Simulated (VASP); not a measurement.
## TlCr2: single point with PBE

The system is TlCr2.

```
CELL_PARAMETERS angstrom
0.00000 3.59207 3.59207
3.59207 0.00000 3.59207
3.59207 3.59207 0.00000
ATOMIC_POSITIONS crystal
Cr 0.62500 0.62500 0.62500
Cr 0.12500 0.62500 0.62500
Cr 0.62500 0.62500 0.12500
Cr 0.62500 0.12500 0.62500
Tl 0.00000 0.00000 0.00000
Tl 0.25000 0.25000 0.25000
```

| Item | Value |
| --- | --- |
| Program | VASP 6.6.1 |
| Task | single point |
| Functional | PBE |
| Potentials or basis | VASP PAW PBE potentials, release 64 (Cr_pv, Tl_d) |
| Cutoff | 520 eV |
| k mesh | 4 × 4 × 4 |
| Occupations | gaussian, width 0.1 eV |
| Spin | collinear spin, ferromagnetic start |
| Starting moments | [0.25, 0.25, 0.25, 0.25, 0.0, 0.0] μB |
| Dipole correction | no |
| Further INCAR settings | ALGO = Normal; EDIFF = 1e-07; NBANDS = 50 |

```
Pressure                                              : -0.2 GPa
Net moment                                            : 0.77 μB per cell
Site moments                                          : Cr +0.19; Tl -0.01 μB
Valence electrons inside the program's atomic spheres : Cr 10.86; Tl 11.40
```

Levels at points of the mesh, in eV from the Fermi level:
Spin up:
```csv
k point,band 33,band 34,band 35,band 36,band 37,band 38,band 39,band 40,band 41,band 42
"(0.00, 0.00, 0.00)",-1.66,0.51,0.51,0.51,0.66,0.66,0.66,0.97,0.97,0.98
"(0.50, 0.00, 0.00)",-1.10,-1.09,-0.56,-0.56,-0.23,-0.23,0.57,0.90,0.90,1.01
"(0.50, 0.50, 0.00)",-1.12,-1.12,-0.74,-0.74,-0.36,-0.36,-0.08,-0.08,0.93,0.93
```
Spin down:
```csv
k point,band 32,band 33,band 34,band 35,band 36,band 37,band 38,band 39,band 40,band 41
"(0.00, 0.00, 0.00)",-1.52,-1.52,0.55,0.55,0.55,0.92,0.92,0.92,1.15,1.15
"(0.50, 0.00, 0.00)",-1.50,-1.01,-0.98,-0.46,-0.46,-0.03,-0.03,0.82,1.10,1.10
"(0.50, 0.50, 0.00)",-1.48,-1.02,-1.02,-0.57,-0.57,-0.19,-0.19,0.13,0.13,1.11
```

It took 71 s on 1 thread of Intel(R) Xeon(R) Platinum 8488C (Sapphire Rapids) (shared host), peak memory 0.3 GiB.

Caveat: the k points lie up to 0.38 Å⁻¹ apart; spin-orbit coupling is left out, which moves the levels of the heavy elements.
